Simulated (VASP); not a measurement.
# BaS (Fm-3m) in VASP: density of states with PBE

Aim: the density of states of BaS with PBE.

Program: VASP 6.6.1. These are calculated values, not measurements. Logs are shortened: lines on timing, memory, paths and dates and some standing lists are left out, and cuts for length are marked.

### Step 1. The cell of the first run

Symmetry: Fm-3m, No. 225, cubic system. Conventional cell: a = 6.400 Å, b = 6.400 Å, c = 6.400 Å, α = 90.00°, β = 90.00°, γ = 90.00°. Ba (site symmetry m-3m) has 6 S at 3.20 Å within 4.2 Å. Within 4.2 Å of S (site symmetry m-3m) lie 6 Ba at 3.20 Å.

### Step 2. Density of states, PBE

POSCAR reads:

```
BaS
1.0
    0.0000000000      3.1999080000      3.1999080000
    3.1999080000      0.0000000000      3.1999080000
    3.1999080000      3.1999080000      0.0000000000
Ba S
1 1
Direct
    0.0000000000      0.0000000000      0.0000000000
    0.5000000000      0.5000000000      0.5000000000
```

INCAR.step1 reads:

```
PREC = Accurate ; ENCUT = 520
EDIFF = 1E-6 ; ISMEAR = -1
SIGMA = 0.1 ; LREAL = False
LASPH = True ; NELM = 80
ALGO = Normal ; ISIF = 2
LWAVE = False ; LCHARG = True
GGA = PE ; NBANDS = 15
```

KPOINTS.step1 reads:

```
Automatic mesh
0
Gamma
  7 7 7
```

INCAR.step2 reads:

```
PREC = Accurate ; ENCUT = 520
EDIFF = 1E-6 ; ISMEAR = -5
SIGMA = 0.1 ; LREAL = False
LASPH = True ; NELM = 80
ALGO = Normal ; ISIF = 2
LWAVE = False ; LCHARG = False
GGA = PE ; LORBIT = 11
NEDOS = 1001 ; ICHARG = 11
```

KPOINTS.step2 reads:

```
Automatic mesh
0
Gamma
  11 11 11
```

Potentials or basis: VASP PAW PBE potentials, release 64 (Ba_sv, S).

Launch:

```bash
cat potpaw_PBE.64/Ba_sv/POTCAR potpaw_PBE.64/S/POTCAR > POTCAR
cp INCAR.step1 INCAR
cp KPOINTS.step1 KPOINTS
mpirun -np 1 vasp_std > vasp.out
cp INCAR.step2 INCAR
cp KPOINTS.step2 KPOINTS
mpirun -np 1 vasp_std > vasp.out
```

OUTCAR:

```text
PREC = Accurate
   ENCUT = 520
   EDIFF = 1E-6
   ISMEAR = -5
   LREAL = False
   LASPH = True
   NELM = 80
   ISIF = 2
   GGA = PE
   LORBIT = 11
   ICHARG = 11

 ion  position               nearest neighbor table
   1  0.000  0.000  0.000-   2 3.20   2 3.20   2 3.20   2 3.20   2 3.20   2 3.20
   2  0.500  0.500  0.500-   1 3.20   1 3.20   1 3.20   1 3.20   1 3.20   1 3.20

  LATTYP: Found a face centered cubic cell.
 ALAT       =     6.3998160000

  Lattice vectors:

 A1 = (   0.0000000000,   3.1999080000,   3.1999080000)
 A2 = (   3.1999080000,   0.0000000000,   3.1999080000)
 A3 = (   3.1999080000,   3.1999080000,   0.0000000000)

Analysis of symmetry for initial positions (statically):
=====================================================================
 Subroutine PRICEL returns:
 Original cell was already a primitive cell.

 Routine SETGRP: Setting up the symmetry group for a
 face centered cubic supercell.

 Subroutine GETGRP returns: Found 48 space group operations
[... 9 lines left out ...]

 Routine SETGRP: Setting up the symmetry group for a
 face centered cubic supercell.

 Subroutine GETGRP returns: Found 48 space group operations
[... 11 lines left out ...]
                                     Primitive cell

  volume of cell :      65.5303

  direct lattice vectors                    reciprocal lattice vectors
     0.000000000  3.199908000  3.199908000    -0.156254492  0.156254492  0.156254492
     3.199908000  0.000000000  3.199908000     0.156254492 -0.156254492  0.156254492
     3.199908000  3.199908000  0.000000000     0.156254492  0.156254492 -0.156254492

  length of vectors
     4.525353292  4.525353292  4.525353292     0.270640720  0.270640720  0.270640720

  position of ions in fractional coordinates (direct lattice)
     0.000000000  0.000000000  0.000000000
     0.500000000  0.500000000  0.500000000

  ion indices of the primitive-cell ions
   primitive index   ion index
                 1           1
                 2           2

----------------------------------------------------------------------------------------

 KPOINTS: Automatic mesh

Automatic generation of k-mesh.
 Grid dimensions read from file:
 generate k-points for:   11   11   11

 Generating k-lattice:

  Cartesian coordinates                     Fractional coordinates (reciprocal lattice)
    -0.014204954  0.014204954  0.014204954     0.090909091  0.000000000  0.000000000
     0.014204954 -0.014204954  0.014204954     0.000000000  0.090909091  0.000000000
     0.014204954  0.014204954 -0.014204954     0.000000000  0.000000000  0.090909091

  Length of vectors
     0.024603702  0.024603702  0.024603702

  Shift w.r.t. Gamma in fractional coordinates (k-lattice)
     0.000000000  0.000000000  0.000000000

 TETIRR: Found    201 inequivalent tetrahedra from     7986

 Subroutine IBZKPT returns following result:
 ===========================================

 Found     56 irreducible k-points:

 Following reciprocal coordinates:
            Coordinates               Weight
  0.000000  0.000000  0.000000      1.000000
  0.090909  0.000000  0.000000      8.000000
  0.181818  0.000000  0.000000      8.000000
  0.272727  0.000000  0.000000      8.000000
  0.363636  0.000000  0.000000      8.000000
  0.454545  0.000000  0.000000      8.000000
[... 16 lines left out ...]
 -0.272727  0.181818  0.000000     24.000000
 -0.181818  0.181818  0.000000     12.000000
 [... further k-points ...]
   k-points           NKPTS =     56   k-points in BZ     NKDIM =     56   number of bands    NBANDS=     12
   number of dos      NEDOS =   1001   number of ions     NIONS =      2
   total plane-waves  NPLWV =  46656
   dimension x,y,z NGX =    36 NGY =   36 NGZ =   36
   dimension x,y,z NGXF=    72 NGYF=   72 NGZF=   72
   ions per type =               1   1
   NGX,Y,Z   is equivalent  to a cutoff of  13.23, 13.23, 13.23 a.u.
   NGXF,Y,Z  is equivalent  to a cutoff of  26.45, 26.45, 26.45 a.u.
 SYSTEM =  unknown system
   PREC   = accura    normal or accurate (medium, high low for compatibility)
   ISTART =      0    job   : 0-new  1-cont  2-samecut
   ICHARG =     11    charge: 1-file 2-atom 10-const
   ISPIN  =      1    spin polarized calculation?
   LNONCOLLINEAR =      F non collinear calculations
   LSORBIT =      F    spin-orbit coupling
   LASPH  =      T    aspherical Exc in radial PAW
   ENCUT  =  520.0 eV  38.22 Ry    6.18 a.u.   8.41  8.41  8.41*2*pi/ulx,y,z
   NELM   =     80;   NELMIN=  2; NELMDL=  0     # of ELM steps
   EDIFF  = 0.1E-05   stopping-criterion for ELM
   LREAL  =      F    real-space projection
   EDIFFG = 0.1E-04   stopping-criterion for IOM
   NSW    =      0    number of steps for IOM
   IBRION =     -1    ionic relax: 0-MD 1-quasi-New 2-CG
   NFREE  =      0    steps in history (QN), initial steepest desc. (CG)
   ISIF   =      2    stress and relaxation
   ISYM   =      2    0-nonsym 1-usesym 2-fastsym
   POTIM  = 0.5000    time-step for ionic-motion
   TEBEG  =    0.0;   TEEND  =   0.0 temperature during run
   PSTRESS=    0.0 pullay stress
   NELECT =      16.0000    total number of electrons
   NUPDOWN=      -1.0000    fix difference up-down
   EMIN   =  10.00;   EMAX   =-10.00  energy-range for DOS
   EFERMI =   0.00;   METHOD = LEGACY
   ISMEAR =    -5;   SIGMA  =   0.10  broadening in eV -4-tet -1-fermi 0-gaus
   EFERMI_NEDOS =   21; number of points for ismear=-14 and -15
   IALGO  =     38    algorithm
   IMIX   =      4    mixing-type and parameters
     AMIX     =   0.40;   BMIX     =  1.00
     AMIX_MAG =   1.60;   BMIX_MAG =  1.00
  volume/ion in A,a.u.               =      32.77       221.11
  Fermi-wavevector in a.u.,A,eV,Ry     =   1.023216  1.933598 14.244906  1.046971
  Thomas-Fermi vector in A             =   2.156938
   LORBIT       =     11    0 simple, 1 ext, 2 COOP (PROOUT), +10 PAW based schemes
   GGA     = PE    functional components
   LHFCALC =     F    Hartree Fock is set to
   AEXX    =    0.0000 exact exchange contribution
   IVDW    =     0    specifies the selected vdW correction
   LEPSILON=     F    determine dielectric tensor
   LRPA    =     F    only Hartree local field effects (RPA)
 non-spin polarized calculation
 Fermi weights with tetrahedron method with Bloechl corrections
  energy-cutoff  :      520.00
  volume of cell :       65.53
 maximum number of plane-waves:      1807
 NGX is ok and might be reduce to    36

 number of electron      16.0000002 magnetization

 Free energy of the ion-electron system (eV)
  ---------------------------------------------------
  ext. energy  EPLUGINS =         0.00000000
  ---------------------------------------------------
  free energy    TOTEN  =       -10.18787397 eV

  energy without entropy =      -10.18787397  energy(sigma->0) =      -10.18787397

 E-fermi :   1.4564     XC(G=0):  -8.6018

 val. band max:        1.4238335645   @ k =   0.0000   0.0000   0.0000
 cond. band min:       3.5648102704   @ k =   0.4545   0.4545   0.0000
 fundamental gap:      2.1409767059
 Fermi energy:         1.4564475648

 k-point     1 :       0.0000    0.0000    0.0000
  band No.  band energies     occupation
      1     -24.6689      2.00000
      2      -9.7251      2.00000
      3      -9.7251      2.00000
      4      -9.7251      2.00000
      5      -8.9277      2.00000
      6       1.4238      2.00000
      7       1.4238      2.00000
      8       1.4238      2.00000
      9       4.9952      0.00000
     10       5.2918      0.00000
     11       5.2918      0.00000
     12       5.2918      0.00000

 k-point     2 :       0.0909    0.0000    0.0000
  band No.  band energies     occupation
      1     -24.6654      2.00000
      2      -9.9027      2.00000
      3      -9.7282      2.00000
      4      -9.7282      2.00000
      5      -8.7429      2.00000
      6       1.1917      2.00000
      7       1.3077      2.00000
      8       1.3077      2.00000
      9       5.2389      0.00000
     10       5.3787      0.00000
     11       5.4158      0.00000
     12       5.4159      0.00000

 k-point     3 :       0.1818    0.0000    0.0000
  band No.  band energies     occupation
      1     -24.6562      2.00000
      2     -10.2153      2.00000
      3      -9.7363      2.00000
      4      -9.7363      2.00000
      5      -8.4101      2.00000
      6       0.6851      2.00000
      7       1.0337      2.00000
      8       1.0337      2.00000
      9       5.3543      0.00000
     10       5.7717      0.00000
     11       5.7717      0.00000
     12       6.1111      0.00000

 k-point     4 :       0.2727    0.0000    0.0000
  band No.  band energies     occupation
      1     -24.6441      2.00000
      2     -10.5023      2.00000
      3      -9.7469      2.00000
      4      -9.7469      2.00000
      5      -8.0952      2.00000
      6       0.1587      2.00000
      7       0.7322      2.00000
      8       0.7322      2.00000
      9       5.6021      0.00000
     10       6.3263      0.00000
     11       6.3263      0.00000
     12       6.9837      0.00000

 k-point     5 :       0.3636    0.0000    0.0000
  band No.  band energies     occupation
      1     -24.6330      2.00000
      2     -10.7130      2.00000
      3      -9.7565      2.00000
      4      -9.7565      2.00000
      5      -7.8569      2.00000
      6      -0.2502      2.00000
      7       0.4936      2.00000
      8       0.4936      2.00000
      9       6.0571      0.00000
     10       7.0103      0.00000
     11       7.0103      0.00000
     12       7.5235      0.00000
[... 228 lines left out ...]
      1     -24.6205      2.00000
      2     -10.6863      2.00000
      3      -9.8824      2.00000
      4      -9.7992      2.00000
      5      -7.9449      2.00000
      6      -0.1343      2.00000
      7       0.5130      2.00000
      8       0.5595      2.00000
      9       5.8953      0.00000
     10       6.9192      0.00000
     11       7.8020      0.00000
     12       8.3810      0.00000

 k-point    22 :      -0.3636    0.1818    0.0000
  band No.  band energies     occupation
      1     -24.6227      2.00000
      2     -10.6745      2.00000
      3      -9.8998      2.00000
      4      -9.7765      2.00000
      5      -7.9242      2.00000
      6      -0.2001      2.00000
      7       0.4204      2.00000
      8       0.7211      2.00000
      9       6.2551      0.00000
     10       6.6959      0.00000
     11       7.2004      0.00000
     12       7.9296      0.00000

 k-point    23 :      -0.2727    0.1818    0.0000
  band No.  band energies     occupation
      1     -24.6300      2.00000
      2     -10.5983      2.00000
      3      -9.8886      2.00000
      4      -9.7522      2.00000
      5      -7.9765      2.00000
      6      -0.1415      2.00000
      7       0.4388      2.00000
      8       0.9371      2.00000
      9       5.7711      0.00000
     10       6.5688      0.00000
     11       6.8231      0.00000
     12       7.6009      0.00000

 k-point    24 :      -0.1818    0.1818    0.0000
  band No.  band energies     occupation
      1     -24.6402      2.00000
      2     -10.4772      2.00000
      3      -9.8451      2.00000
      4      -9.7342      2.00000
      5      -8.0989      2.00000
      6       0.0582      2.00000
      7       0.5665      2.00000
      8       1.1063      2.00000
      9       5.4659      0.00000
     10       6.0849      0.00000
     11       6.3565      0.00000
     12       7.2031      0.00000

 [... further k-points ...]
[... 5 lines left out ...]
  --------------------------------------------------------------------------------------
  -------------------------------------------------------------------------------------
  Total        0.4720386      0.4720386      0.4720386      0.0000000      0.0000000      0.0000000
  in kB       11.5410582     11.5410582     11.5410582      0.0000000      0.0000000      0.0000000
  external PRESSURE =      11.5410582 kB  Pullay stress =       0.0000000 kB

 VOLUME and BASIS-vectors are now :
 -----------------------------------------------------------------------------
  energy-cutoff  :      520.00
  volume of cell :       65.53
      direct lattice vectors                 reciprocal lattice vectors
     0.000000000  3.199908000  3.199908000    -0.156254492  0.156254492  0.156254492
     3.199908000  0.000000000  3.199908000     0.156254492 -0.156254492  0.156254492
     3.199908000  3.199908000  0.000000000     0.156254492  0.156254492 -0.156254492

 POSITION                                       TOTAL-FORCE (eV/Angst)
 -----------------------------------------------------------------------------------
      0.00000      0.00000      0.00000         0.000000     -0.000000     -0.000000
      3.19991      3.19991      3.19991        -0.000000      0.000000      0.000000
 -----------------------------------------------------------------------------------
    total drift:                                0.000000      0.000000      0.000000

  FREE ENERGIE OF THE ION-ELECTRON SYSTEM (eV)
  ---------------------------------------------------
  free  energy   TOTEN  =       -10.1878739747 eV

  energy  without entropy=      -10.1878739747  energy(sigma->0) =      -10.18787397

 total charge

# of ion       s       p       d       tot
------------------------------------------
    1        2.010   5.619   0.274   7.904
    2        1.321   2.428   0.000   3.749
--------------------------------------------------
tot          3.331   8.047   0.274  11.653
```

Wall time 79 s (1 thread of AMD EPYC 7R43 (Zen 3), shared host); peak memory 0.18 GiB.

What came out:

```
Valence electrons inside the program's atomic spheres : Ba 7.90; S 3.75
```

Levels at points of the mesh, in eV from the valence-band top:
```
           k point  band 6  band 7  band 8  band 9  band 10  band 11
(0.00, 0.00, 0.00)    0.00    0.00    0.00    3.57     3.87     3.87
```

Caveat: spin-orbit coupling is left out, which moves the levels of the heavy elements.
